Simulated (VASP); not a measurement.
Input of a VASP 6.6.1 run:

INCAR

```
PREC = Accurate
ENCUT = 520
EDIFF = 1E-7
ISMEAR = 0
SIGMA = 0.1
LREAL = False
LASPH = True
NELM = 100
ALGO = Normal
ISIF = 2
LWAVE = False
LCHARG = True
GGA = PE
LELF = True
LVHAR = True
NBANDS = 35
```

The input KPOINTS:

```
regular mesh
0
Gamma
  4 4 4
```

Contents of POSCAR:

```
BaSc4
1.0
    5.4770907921      0.0000000000      0.0000000000
    0.0000000000      5.4770907921      0.0000000000
    0.0000000000      0.0000000000      5.4770907921
Ba Sc
1 4
Direct
    0.0000000000      0.0000000000      0.0000000000
    0.0000000000      0.5000000000      0.5000000000
    0.5000000000      0.0000000000      0.5000000000
    0.5000000000      0.5000000000      0.0000000000
    0.5000000000      0.5000000000      0.5000000000
```

Potentials or basis: VASP PAW PBE potentials, release 64 (Ba_sv, Sc_sv).

Launch:

```sh
$ cat potpaw_PBE.64/Ba_sv/POTCAR potpaw_PBE.64/Sc_sv/POTCAR > POTCAR
$ mpirun -np 1 vasp_std > vasp.out
```

Task: What does it give for the band gap on the k mesh?

Result: Zero (band 27 reaches 2.61 eV, above the bottom of band 28 at 2.49 eV).

Task: Predict the pressure.

Result: 0.5 GPa.

Caveat: spin-orbit coupling is left out, which moves the levels of the heavy elements.
